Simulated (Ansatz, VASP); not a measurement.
# Two plane-wave programs on ZnS

Contents of INCAR:

```
PREC     = Accurate       # precision mode
ENCUT    = 520            # plane-wave cutoff, eV
EDIFF    = 1E-8           # SCF threshold, eV
ISMEAR   = -1             # smearing method
SIGMA    = 0.02           # smearing width, eV
LREAL    = Auto         
LASPH    = T              # aspherical terms in the spheres
NELM     = 100            # most SCF steps
ALGO     = Normal         # electronic algorithm
ISIF     = 2              # what is computed and relaxed
LWAVE    = F              # write WAVECAR
LCHARG   = F              # write CHGCAR
GGA      = PE             # functional
LEFG     = T            
NBANDS   = 146            # bands
```

File KPOINTS:

```
Automatic mesh
0
Gamma
  8 8 1
```

The input POSCAR:

```
ZnS
1.0
    3.8090542513      0.0000000000      0.0000000000
   -1.9045271256      3.2987377460      0.0000000000
    0.0000000000      0.0000000000     43.5765307800
Zn S
14 14
Direct
    0.0000000000      0.0000000000      0.1428606300
    0.6666666667      0.3333333333      0.7857672800
    0.6666666667      0.3333333333      0.0714592700
    0.0000000000      0.0000000000      0.5713934500
    0.3333333333      0.6666666667      0.2142292800
    0.0000000000      0.0000000000      0.7143392000
    0.6666666667      0.3333333333      0.6428693700
    0.3333333333      0.6666666667      0.3571818100
    0.3333333333      0.6666666667      0.0000447100
    0.0000000000      0.0000000000      0.4284594700
    0.0000000000      0.0000000000      0.9285178300
    0.6666666667      0.3333333333      0.2857038800
    0.6666666667      0.3333333333      0.4998852400
    0.3333333333      0.6666666667      0.8570893300
    0.0000000000      0.0000000000      0.9822032400
    0.0000000000      0.0000000000      0.1964527000
    0.6666666667      0.3333333333      0.3393813300
    0.6666666667      0.3333333333      0.6964768500
    0.0000000000      0.0000000000      0.7679738600
    0.3333333333      0.6666666667      0.9106481500
    0.3333333333      0.6666666667      0.2678022100
    0.6666666667      0.3333333333      0.5535190700
    0.3333333333      0.6666666667      0.4107221400
    0.3333333333      0.6666666667      0.0536247000
    0.0000000000      0.0000000000      0.4820123700
    0.0000000000      0.0000000000      0.6250021800
    0.6666666667      0.3333333333      0.8393248000
    0.6666666667      0.3333333333      0.1250536600
```

Input for Ansatz:

```yaml
crystal:
  lattice:
    - [3.8090542513, 0.0, 0.0]
    - [-1.9045271256, 3.298737746, 0.0]
    - [0.0, 0.0, 43.57653078]
  atoms:
    - { symbol: Zn, position: [0.0, 0.0, 0.14286063] }
    - { symbol: Zn, position: [0.6666666667, 0.3333333333, 0.78576728] }
    - { symbol: Zn, position: [0.6666666667, 0.3333333333, 0.07145927] }
    - { symbol: Zn, position: [0.0, 0.0, 0.57139345] }
    - { symbol: Zn, position: [0.3333333333, 0.6666666667, 0.21422928] }
    - { symbol: Zn, position: [0.0, 0.0, 0.7143392] }
    - { symbol: Zn, position: [0.6666666667, 0.3333333333, 0.64286937] }
    - { symbol: Zn, position: [0.3333333333, 0.6666666667, 0.35718181] }
    - { symbol: Zn, position: [0.3333333333, 0.6666666667, 4.471e-05] }
    - { symbol: Zn, position: [0.0, 0.0, 0.42845947] }
    - { symbol: Zn, position: [0.0, 0.0, 0.92851783] }
    - { symbol: Zn, position: [0.6666666667, 0.3333333333, 0.28570388] }
    - { symbol: Zn, position: [0.6666666667, 0.3333333333, 0.49988524] }
    - { symbol: Zn, position: [0.3333333333, 0.6666666667, 0.85708933] }
    - { symbol: S, position: [0.0, 0.0, 0.98220324] }
    - { symbol: S, position: [0.0, 0.0, 0.1964527] }
    - { symbol: S, position: [0.6666666667, 0.3333333333, 0.33938133] }
    - { symbol: S, position: [0.6666666667, 0.3333333333, 0.69647685] }
    - { symbol: S, position: [0.0, 0.0, 0.76797386] }
    - { symbol: S, position: [0.3333333333, 0.6666666667, 0.91064815] }
    - { symbol: S, position: [0.3333333333, 0.6666666667, 0.26780221] }
    - { symbol: S, position: [0.6666666667, 0.3333333333, 0.55351907] }
    - { symbol: S, position: [0.3333333333, 0.6666666667, 0.41072214] }
    - { symbol: S, position: [0.3333333333, 0.6666666667, 0.0536247] }
    - { symbol: S, position: [0.0, 0.0, 0.48201237] }
    - { symbol: S, position: [0.0, 0.0, 0.62500218] }
    - { symbol: S, position: [0.6666666667, 0.3333333333, 0.8393248] }
    - { symbol: S, position: [0.6666666667, 0.3333333333, 0.12505366] }
kpoints:
  mp_grid: { grid: [8, 8, 1] }
scf:
  occupations: { method: fermi_dirac, width: 0.02 }
hamiltonian:
  xc: pbe
  pseudopotentials: { kind: paw }
output:
  forces: true
  stress: true
  populations: true
  efg:
    quadrupole_moments_barn: { Zn: 0.122, S: -0.0694 }
    contact_densities: true
```

Alike in both runs: task electric field gradients; functional PBE; k mesh 8 × 8 × 1; occupations fermi-dirac, width 0.02 eV; no spin polarisation.

|  | VASP | Ansatz |
| --- | --- | --- |
| version | VASP 6.6.1 | Ansatz 0.2.0 |
| potentials or method | VASP PAW PBE potentials, release 64 (Zn, S) | plane-wave PAW, scalar-relativistic |
| plane-wave cutoff (eV) | 520 | 420 |
| valence electrons in the cell | 252 | 252 |

Ansatz gave:

* gap on the k mesh at the Fermi level (eV): 2.18
* pressure (GPa): 2.3
* rms of the force components (eV/Å): 0.007
* size of Vzz on the site where it differs most (V/Å²): 0.0

**Question.** Estimate VASP's values.

**Answer.** gap on the k mesh at the Fermi level (eV): 2.18; pressure (GPa): 2.5; rms of the force components (eV/Å): 0.007; size of Vzz on the site where it differs most (V/Å²): 0.2.

Atom by atom the forces differ by 0.001 eV/Å (rms over components).
